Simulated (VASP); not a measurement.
Set up this calculation in VASP 6.6.1, as the native input.

```
Task                               : single point
Functional                         : HSE06
Potentials or basis                : VASP PAW PBE potentials, release 64 (Li_sv, H)
Cutoff                             : 520 eV
k mesh                             : 8 × 8 × 8
Occupations                        : gaussian, width 0.01 eV
Spin                               : no spin polarisation
Dipole correction                  : no
Grid for exact exchange (PRECFOCK) : Normal
Further INCAR settings             : ALGO = Normal; EDIFF = 1e-06; NBANDS = 9
Share of exact exchange            : 0.25
Screening parameter                : 0.2079 1/Å
```

Crystal: LiH.

```
Li H
1.0
     0.00000    1.90285    2.03122
     1.90285    0.00000    2.03122
     1.90285    1.90285    0.00000
Li H
1 1
Direct
  0.00000 0.00000 0.00000
  0.50000 0.50000 0.50000
```

This cell differs from its parent crystal: epitaxial xy strain -5.0%.

The input as run:

POSCAR

```
LiH
1.0
    0.0000000000      1.9028450990      2.0312150648
    1.9028450990      0.0000000000      2.0312150648
    1.9028450990      1.9028450990      0.0000000000
Li H
1 1
Direct
    0.0000000000      0.0000000000      0.0000000000
    0.5000000000      0.5000000000      0.5000000000
```

INCAR.step1

```
PREC     = Accurate       # precision mode
ENCUT    = 520            # plane-wave cutoff, eV
EDIFF    = 1E-5           # SCF threshold, eV
ISMEAR   = 0              # smearing method
SIGMA    = 0.01           # smearing width, eV
LREAL    = F              # projectors in reciprocal space
LASPH    = T              # aspherical terms in the spheres
NELM     = 100            # most SCF steps
ALGO     = Normal         # electronic algorithm
ISIF     = 2              # what is computed and relaxed
LWAVE    = T              # write WAVECAR
NBANDS   = 9              # bands
GGA      = PE             # functional
```

INCAR.step2

```
PREC     = Accurate       # precision mode
ENCUT    = 520            # plane-wave cutoff, eV
EDIFF    = 1E-6           # SCF threshold, eV
ISMEAR   = 0              # smearing method
SIGMA    = 0.01           # smearing width, eV
LREAL    = F              # projectors in reciprocal space
LASPH    = T              # aspherical terms in the spheres
NELM     = 100            # most SCF steps
ALGO     = Normal         # electronic algorithm
ISIF     = 2              # what is computed and relaxed
LWAVE    = F              # write WAVECAR
LCHARG   = T              # write CHGCAR
GGA      = PE             # functional
LHFCALC  = T              # exact exchange
HFSCREEN = 0.2079         # screening, 1/A
PRECFOCK = Normal       
LELF     = T              # ELF
LVHAR    = T            
NBANDS   = 9              # bands
ISTART   = 1
```

KPOINTS

```
Automatic mesh
0
Gamma
  8 8 8
```

Potentials or basis: VASP PAW PBE potentials, release 64 (Li_sv, H).

Launch:

```console
$ cat potpaw_PBE.64/Li_sv/POTCAR potpaw_PBE.64/H/POTCAR > POTCAR
$ cp INCAR.step1 INCAR
$ mpirun -np 1 vasp_std > vasp.out
$ cp INCAR.step2 INCAR
$ mpirun -np 1 vasp_std > vasp.out
```

It gave:

```yaml
Band_gap_on_the_k_mesh: 3.10 eV (least direct gap 3.69 eV)
```

Caveat: the cell differs from its parent crystal (epitaxial xy strain -5.0%).

It took 5.9 min on 1 thread of Intel(R) Xeon(R) Platinum 8259CL CPU @ 2.50GHz (Skylake/Cascade Lake), with other jobs on the host, peak memory 0.24 GiB.
